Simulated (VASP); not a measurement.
The system is SnSe.

```
Sn Se
1.0
     0.00000    3.02993    3.02993
     3.02993    0.00000    3.02993
     3.02993    3.02993    0.00000
Sn Se
1 1
Direct
  0.00000 0.00000 0.00000
  0.50000 0.50000 0.50000
```

Base run:

| Quantity | Value |
| --- | --- |
| Program | VASP 6.6.1 |
| Functional | PBE |
| Dispersion | D4 |
| Potentials or basis | VASP PAW PBE potentials, release 64 (Sn_d, Se) |
| Cutoff | 520 eV |
| k mesh | 8 × 8 × 8 |
| Occupations | fermi-dirac, width 0.05 eV |
| Spin | no spin polarisation |

Its results: band gap on the k mesh 0.50 eV, direct; pressure -1.7 GPa.

Q: The run is repeated on the same cell with these changes: functional from PBE to r2SCAN. What comes out?

A: Band gap on the k mesh 0.37 eV, direct; pressure -1.7 GPa.

Caveats: spin-orbit coupling is left out, which moves the levels of the heavy elements; the PAW data sets were made with another functional, which shifts forces and pressure a little (some runs).

A k mesh can miss the band edges.
